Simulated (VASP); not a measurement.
# ZrSi2 (I4mm) in VASP: single point with PBE

Aim: the single point of ZrSi2 with PBE.

Program: VASP 6.6.1. These are calculated values, not measurements. Logs are shortened: lines on timing, memory, paths and dates and some standing lists are left out, and cuts for length are marked.

**1. The cell of the first run**

The structure is tetragonal, space group I4mm (No. 107). The conventional cell has a = 3.288 Å, b = 3.288 Å, c = 9.170 Å, α = 90.00°, β = 90.00°, γ = 90.00°. Zr (site symmetry 4mm) has 10 Si at 2.64 to 3.04 Å and 4 Zr at 3.29 Å within 3.5 Å. Within 3.5 Å of Si (site symmetry 4mm) lie 9 Si at 2.57 to 3.48 Å and 5 Zr at 2.64 to 3.03 Å. Within 3.5 Å of Si (site symmetry 4mm) lie 9 Si at 2.57 to 3.48 Å and 5 Zr at 2.79 to 3.04 Å.

**2. Single point, PBE (atom 1 (Zr) moved 0.2 Å along z)**

File INCAR:

```
SYSTEM = ZrSi2
PREC = Accurate
ENCUT = 520
EDIFF = 1E-6
ISMEAR = 0
SIGMA = 0.05
LREAL = .FALSE.
LASPH = .TRUE.
NELM = 100
ALGO = Normal
ISIF = 2
LWAVE = .FALSE.
LCHARG = .FALSE.
GGA = PE
NBANDS = 17
```

File KPOINTS:

```
regular mesh
0
G
  14 14 14
  0 0 0
```

File POSCAR:

```
ZrSi2
1.0
   -1.6438588907      1.6438588907      4.5852081499
    1.6438588907     -1.6438588907      4.5852081499
    1.6438588907      1.6438588907     -4.5852081499
Zr Si
1 2
Direct
    0.0218092607      0.0218092607      0.0000000000
    0.3100427431      0.3100427431      0.0000000000
    0.6899572569      0.6899572569      0.0000000000
```

Potentials or basis: VASP PAW PBE potentials, release 64 (Zr_sv, Si).

On the command line:

```bash
> cat potpaw_PBE.64/Zr_sv/POTCAR potpaw_PBE.64/Si/POTCAR > POTCAR
> mpirun -np 1 vasp_std > vasp.out
```

OUTCAR:

```text
SYSTEM = ZrSi2
   PREC = Accurate
   ENCUT = 520
   EDIFF = 1E-6
   ISMEAR = 0
   LREAL = .FALSE.
   LASPH = .TRUE.
   NELM = 100
   ISIF = 2
   GGA = PE

 ion  position               nearest neighbor table
   1  0.022  0.022  0.000-   2 2.64   3 2.79   3 2.79   3 2.79   3 2.79   2 3.03   2 3.03   2 3.03
                             2 3.03   3 3.04
   2  0.310  0.310  0.000-   3 2.57   3 2.57   3 2.57   3 2.57   1 2.64   1 3.03   1 3.03   1 3.03
                             1 3.03
   3  0.690  0.690  0.000-   2 2.57   2 2.57   2 2.57   2 2.57   1 2.79   1 2.79   1 2.79   1 2.79
                             1 3.04

  LATTYP: Found a body centered tetragonal cell.
 ALAT       =     3.2877177814
 C/A-ratio  =     2.7892954656

  Lattice vectors:

 A1 = (  -1.6438588907,   1.6438588907,   4.5852081499)
 A2 = (   1.6438588907,  -1.6438588907,   4.5852081499)
 A3 = (   1.6438588907,   1.6438588907,  -4.5852081499)

Analysis of symmetry for initial positions (statically):
=====================================================================
 Subroutine PRICEL returns:
 Original cell was already a primitive cell.

 Routine SETGRP: Setting up the symmetry group for a
 body centered tetragonal supercell.

 Subroutine GETGRP returns: Found  8 space group operations
 (whereof  8 operations were pure point group operations)
 out of a pool of 16 trial point group operations.

The static configuration has the point symmetry C_4v.

Analysis of symmetry for dynamics (positions and initial velocities):
=====================================================================
 Subroutine PRICEL returns:
 Original cell was already a primitive cell.

 Routine SETGRP: Setting up the symmetry group for a
 body centered tetragonal supercell.

 Subroutine GETGRP returns: Found  8 space group operations
 (whereof  8 operations were pure point group operations)
 out of a pool of 16 trial point group operations.

The dynamic configuration has the point symmetry C_4v.

 Subroutine INISYM returns: Found  8 space group operations
 (whereof  8 operations are pure point group operations),
 and found     1 'primitive' translations

----------------------------------------------------------------------------------------

                                     Primitive cell

  volume of cell :      49.5619

  direct lattice vectors                    reciprocal lattice vectors
    -1.643858891  1.643858891  4.585208150     0.000000000  0.304162360  0.109046304
     1.643858891 -1.643858891  4.585208150     0.304162360  0.000000000  0.109046304
     1.643858891  1.643858891 -4.585208150     0.304162360  0.304162360  0.000000000

  length of vectors
     5.140882987  5.140882987  5.140882987     0.323118922  0.323118922  0.430150535

  position of ions in fractional coordinates (direct lattice)
     0.021809261  0.021809261  0.000000000
     0.310042743  0.310042743  0.000000000
     0.689957257  0.689957257  0.000000000

  ion indices of the primitive-cell ions
   primitive index   ion index
                 1           1
                 2           2
                 3           3

----------------------------------------------------------------------------------------

 KPOINTS: regular mesh

Automatic generation of k-mesh.
 Grid dimensions read from file:
 generate k-points for:   14   14   14

 Generating k-lattice:

  Cartesian coordinates                     Fractional coordinates (reciprocal lattice)
     0.000000000  0.021725883  0.007789022     0.071428571  0.000000000  0.000000000
     0.021725883  0.000000000  0.007789022     0.000000000  0.071428571  0.000000000
     0.021725883  0.021725883  0.000000000     0.000000000  0.000000000  0.071428571

  Length of vectors
     0.023079923  0.023079923  0.030725038

  Shift w.r.t. Gamma in fractional coordinates (k-lattice)
     0.000000000  0.000000000  0.000000000

 Subroutine IBZKPT returns following result:
 ===========================================

 Found    244 irreducible k-points:

 Following reciprocal coordinates:
            Coordinates               Weight
  0.000000  0.000000  0.000000      1.000000
  0.071429  0.000000  0.000000      8.000000
  0.142857  0.000000  0.000000      8.000000
  0.214286 -0.000000  0.000000      8.000000
  0.285714 -0.000000  0.000000      8.000000
  0.357143 -0.000000  0.000000      8.000000
[... 16 lines left out ...]
  0.214286  0.142857  0.000000     16.000000
  0.285714  0.142857  0.000000     16.000000
 [... further k-points ...]
   k-points           NKPTS =    244   k-points in BZ     NKDIM =    244   number of bands    NBANDS=     17
   number of dos      NEDOS =    301   number of ions     NIONS =      3
   total plane-waves  NPLWV =  64000
   dimension x,y,z NGX =    40 NGY =   40 NGZ =   40
   dimension x,y,z NGXF=    80 NGYF=   80 NGZF=   80
   ions per type =               1   2
   NGX,Y,Z   is equivalent  to a cutoff of  12.94, 12.94, 12.94 a.u.
   NGXF,Y,Z  is equivalent  to a cutoff of  25.87, 25.87, 25.87 a.u.
 SYSTEM =  ZrSi2
   PREC   = accura    normal or accurate (medium, high low for compatibility)
   ISTART =      0    job   : 0-new  1-cont  2-samecut
   ICHARG =      2    charge: 1-file 2-atom 10-const
   ISPIN  =      1    spin polarized calculation?
   LNONCOLLINEAR =      F non collinear calculations
   LSORBIT =      F    spin-orbit coupling
   LASPH  =      T    aspherical Exc in radial PAW
   ENCUT  =  520.0 eV  38.22 Ry    6.18 a.u.   9.56  9.56  9.56*2*pi/ulx,y,z
   NELM   =    100;   NELMIN=  2; NELMDL= -5     # of ELM steps
   EDIFF  = 0.1E-05   stopping-criterion for ELM
   LREAL  =      F    real-space projection
   EDIFFG = 0.1E-04   stopping-criterion for IOM
   NSW    =      0    number of steps for IOM
   IBRION =     -1    ionic relax: 0-MD 1-quasi-New 2-CG
   NFREE  =      0    steps in history (QN), initial steepest desc. (CG)
   ISIF   =      2    stress and relaxation
   ISYM   =      2    0-nonsym 1-usesym 2-fastsym
   POTIM  = 0.5000    time-step for ionic-motion
   TEBEG  =    0.0;   TEEND  =   0.0 temperature during run
   PSTRESS=    0.0 pullay stress
   NELECT =      20.0000    total number of electrons
   NUPDOWN=      -1.0000    fix difference up-down
   EMIN   =  10.00;   EMAX   =-10.00  energy-range for DOS
   EFERMI =   0.00;   METHOD = LEGACY
   ISMEAR =     0;   SIGMA  =   0.05  broadening in eV -4-tet -1-fermi 0-gaus
   EFERMI_NEDOS =   21; number of points for ismear=-14 and -15
   IALGO  =     38    algorithm
   IMIX   =      4    mixing-type and parameters
     AMIX     =   0.40;   BMIX     =  1.00
     AMIX_MAG =   1.60;   BMIX_MAG =  1.00
  volume/ion in A,a.u.               =      16.52       111.49
  Fermi-wavevector in a.u.,A,eV,Ry     =   1.209768  2.286130 19.912655  1.463539
  Thomas-Fermi vector in A             =   2.345335
   LORBIT       =      0    0 simple, 1 ext, 2 COOP (PROOUT), +10 PAW based schemes
   GGA     = PE    functional components
   LHFCALC =     F    Hartree Fock is set to
   AEXX    =    0.0000 exact exchange contribution
   IVDW    =     0    specifies the selected vdW correction
   LEPSILON=     F    determine dielectric tensor
   LRPA    =     F    only Hartree local field effects (RPA)
 non-spin polarized calculation
 Gauss-broadening in eV      SIGMA  =   0.05
  energy-cutoff  :      520.00
  volume of cell :       49.56
 maximum number of plane-waves:      1356
 NGX is ok and might be reduce to    40
   NGX = 19   NGY = 19   NGZ = 19

 number of electron      20.0000000 magnetization

 Free energy of the ion-electron system (eV)
  ---------------------------------------------------
  ext. energy  EPLUGINS =         0.00000000
  ---------------------------------------------------
  free energy    TOTEN  =       -20.34338257 eV

  energy without entropy =      -20.33985739  energy(sigma->0) =      -20.34161998

 E-fermi :   9.7676     XC(G=0): -11.3552

 val. band max:        9.7643405478   @ k =  -0.3571   0.5000   0.0714
 cond. band min:       9.7698545304   @ k =   0.5000   0.5000   0.4286
 fundamental gap:      0.0055139826
 Fermi energy:         9.7675869776

 k-point     1 :       0.0000    0.0000    0.0000
  band No.  band energies     occupation
      1     -38.5657      2.00000
      2     -16.7322      2.00000
      3     -16.4465      2.00000
      4     -16.4465      2.00000
      5      -2.3304      2.00000
      6       5.1725      2.00000
[... 9 lines left out ...]
     16      15.0231      0.00000
     17      15.1592      0.00000

 k-point     2 :       0.0714    0.0000    0.0000
  band No.  band energies     occupation
      1     -38.5639      2.00000
      2     -16.7297      2.00000
      3     -16.4698      2.00000
      4     -16.4444      2.00000
      5      -2.2493      2.00000
      6       5.0656      2.00000
[... 9 lines left out ...]
     16      14.9154      0.00000
     17      15.4358      0.00000

 k-point     3 :       0.1429    0.0000    0.0000
  band No.  band energies     occupation
      1     -38.5588      2.00000
      2     -16.7229      2.00000
      3     -16.5343      2.00000
      4     -16.4386      2.00000
      5      -2.0092      2.00000
      6       4.8194      2.00000
[... 9 lines left out ...]
     16      14.8103      0.00000
     17      16.1412      0.00000

 k-point     4 :       0.2143   -0.0000    0.0000
  band No.  band energies     occupation
      1     -38.5514      2.00000
      2     -16.7130      2.00000
      3     -16.6261      2.00000
      4     -16.4301      2.00000
      5      -1.6195      2.00000
      6       4.4133      2.00000
[... 9 lines left out ...]
     16      15.0268      0.00000
     17      17.2382      0.00000
[... 343 lines left out ...]
      1     -38.5519      2.00000
      2     -16.7155      2.00000
      3     -16.5309      2.00000
      4     -16.5197      2.00000
      5      -1.6406      2.00000
      6       4.4293      2.00000
[... 9 lines left out ...]
     16      15.5351      0.00000
     17      16.2890      0.00000

 k-point    23 :       0.2143    0.1429    0.0000
  band No.  band energies     occupation
      1     -38.5445      2.00000
      2     -16.7060      2.00000
      3     -16.6163      2.00000
      4     -16.5152      2.00000
      5      -1.2429      2.00000
      6       4.2393      2.00000
[... 9 lines left out ...]
     16      15.9061      0.00000
     17      16.2753      0.00000

 k-point    24 :       0.2857    0.1429    0.0000
  band No.  band energies     occupation
      1     -38.5364      2.00000
      2     -16.7176      2.00000
      3     -16.6919      2.00000
      4     -16.5047      2.00000
      5      -0.7226      2.00000
      6       3.8393      2.00000
[... 9 lines left out ...]
     16      15.5124      0.00000
     17      16.7569      0.00000

 [... further k-points ...]

------------------------ aborting loop because EDIFF is reached ----------------------------------------

  FORCE on cell =-STRESS in cart. coord.  units (eV):
  Direction    XX          YY          ZZ          XY          YZ          ZX
  --------------------------------------------------------------------------------------
  -------------------------------------------------------------------------------------
  Total        0.5042534      0.5042534      1.1588126      0.0000000      0.0000000      0.0000000
  in kB       16.3008883     16.3008883     37.4606808      0.0000000      0.0000000      0.0000000
  external PRESSURE =      23.3541524 kB  Pullay stress =       0.0000000 kB

 VOLUME and BASIS-vectors are now :
 -----------------------------------------------------------------------------
  energy-cutoff  :      520.00
  volume of cell :       49.56
      direct lattice vectors                 reciprocal lattice vectors
    -1.643858891  1.643858891  4.585208150     0.000000000  0.304162360  0.109046304
     1.643858891 -1.643858891  4.585208150     0.304162360  0.000000000  0.109046304
     1.643858891  1.643858891 -4.585208150     0.304162360  0.304162360  0.000000000

 POSITION                                       TOTAL-FORCE (eV/Angst)
 -----------------------------------------------------------------------------------
      0.00000      0.00000      0.20000         0.000000      0.000000     -1.976710
      0.00000      0.00000      2.84322         0.000000      0.000000      1.064683
      0.00000      0.00000      6.32720        -0.000000     -0.000000      0.912027
 -----------------------------------------------------------------------------------
    total drift:                               -0.000000     -0.000000      0.000162

  FREE ENERGIE OF THE ION-ELECTRON SYSTEM (eV)
  ---------------------------------------------------
  free  energy   TOTEN  =       -20.3433825686 eV

  energy  without entropy=      -20.3398573922  energy(sigma->0) =      -20.34161998
```

Wall time 3.7 min (1 thread of AMD EPYC 9R45 (Zen 5), shared host); peak memory 0.35 GiB.

Results:

| Item | Value |
| --- | --- |
| Free energy | -20.3434 eV |
| Pressure | 2.3 GPa |
| Largest force | 1.977 eV/Å |
| Band gap on the k mesh | zero (bands 10 and 11 overlap by 1.26 eV) |

Forces on the atoms (eV/Å):
```
Zr   0.000  0.000 -1.977
Si   0.000  0.000  1.065
Si   0.000  0.000  0.912
```

Levels at points of the mesh, in eV from the Fermi level:
```csv
k point,band 6,band 7,band 8,band 9,band 10,band 11,band 12,band 13,band 14,band 15
"(0.00, 0.00, 0.00)",-4.60,-3.84,-1.21,-1.21,-0.95,2.52,3.33,3.66,4.78,5.26
"(0.50, 0.00, 0.00)",-8.43,-3.58,-2.99,-1.00,0.19,1.73,3.18,3.79,3.96,5.04
"(0.50, 0.50, 0.00)",-5.65,-5.46,-4.96,-3.11,-1.48,0.72,1.26,3.41,3.74,5.46
"(0.50, 0.50, 0.50)",-7.54,-1.33,-1.29,-0.26,-0.26,1.82,1.82,2.42,3.76,4.12
```

Caveat: the cell differs from its parent crystal (atom 1 (Zr) moved 0.2 Å along z); forces of over 1 eV/Å act on the atoms, so gaps and moduli don't describe the material at rest.
